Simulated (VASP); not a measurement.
Input of a VASP 6.6.1 run:

INCAR

```
ALGO = Normal
EDIFF = 1E-7
EDIFFG = -0.04
ENCUT = 1130
GGA = PE
GGA_COMPAT = False
IBRION = 2
ISIF = 3
ISMEAR = 0
LASPH = True
LCHARG = False
LREAL = False
LWAVE = False
NELM = 120
NELMIN = 4
NSW = 90
PREC = Accurate
SIGMA = 0.1
```

File KPOINTS:

```
k-points
0
Gamma
  4 6 4
```

POSCAR

```
KNa
1.0
    5.5436300478      0.0000000000      0.0000000000
    0.0000000000      3.6685787081      0.0000000000
    0.0000000000      0.0000000000      5.6600928640
K Na
2 2
Direct
    0.7500000000      0.0000000000      0.6870000000
    0.2500000000      0.0000000000      0.3130000000
    0.7500000000      0.5000000000      0.1880000000
    0.2500000000      0.5000000000      0.8120000000
```

Potentials or basis: VASP PAW PBE potentials, release 64 (K_sv, Na_sv).

The run is started by

```sh
$ cat potpaw_PBE.64/K_sv/POTCAR potpaw_PBE.64/Na_sv/POTCAR > POTCAR
$ mpirun -np 1 vasp_std > vasp.out
```

(1) Estimate the relaxed volume.

(2) Estimate the band gap on the k mesh.

(3) Estimate the space group after relaxing (to 0.1 Å).

Answers

(1) 53.80 Å³/atom.

(2) zero (bands 18 and 19 overlap by 1.35 eV).

(3) Pmma (No. 51).

Caveat: the volume moved by over 15 % at a fixed basis, so the end points are rough.
